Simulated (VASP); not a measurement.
Wanted: the native input for a VASP 6.6.1 run.

| Item | Value |
| --- | --- |
| Task | single point |
| Functional | PBE |
| Potentials or basis | VASP PAW PBE potentials, release 64 (Ba_sv, Ti_sv, O) |
| Cutoff | 520 eV |
| k mesh | 8 × 8 × 8 |
| Occupations | gaussian, width 0.02 eV |
| Spin | no spin polarisation |
| Dipole correction | no |
| Further INCAR settings | ALGO = Normal; EDIFF = 1e-06; NBANDS = 28 |

The structure of BaTiO3 lies in POSCAR:

```
BaTiO3
1.0
    3.9723905716      0.0000000000      0.0000000000
    0.0000000000      2.8905577598      2.9158992941
    0.0000000000     -2.8905577598      2.9158992941
Ba Ti O
1 1 3
Direct
    0.0000000000      0.0115969521      0.0115969521
    0.5000000000      0.5278060064      0.5278060064
    0.0000000000      0.4872863765      0.4872863765
    0.5000000000      0.4931620084      0.9763686566
    0.5000000000      0.9763686566      0.4931620084
```

One way to write it, as run:

INCAR

```
ALGO = Normal
EDIFF = 1E-6
ENCUT = 520
GGA = PE
ISIF = 2
ISMEAR = 0
LASPH = True
LCHARG = True
LELF = True
LREAL = False
LVHAR = True
LWAVE = False
NBANDS = 28
NELM = 80
PREC = Accurate
SIGMA = 0.02
```

KPOINTS

```
k-points
0
Gamma
  8 8 8
```

Potentials or basis: VASP PAW PBE potentials, release 64 (Ba_sv, Ti_sv, O).

Run with:

```sh
$ cat potpaw_PBE.64/Ba_sv/POTCAR potpaw_PBE.64/Ti_sv/POTCAR potpaw_PBE.64/O/POTCAR > POTCAR
$ mpirun -np 1 vasp_std > vasp.out
```

It gave:

```
Pressure               : 1.6 GPa
Largest force          : 0.091 eV/Å
Band gap on the k mesh : 2.35 eV (least direct gap 2.89 eV)
```

Caveat: spin-orbit coupling is left out, which moves the levels of the heavy elements.

It took 3.1 min on 1 thread of Intel Xeon 8259CL, with other jobs on the host, peak memory 0.32 GiB.
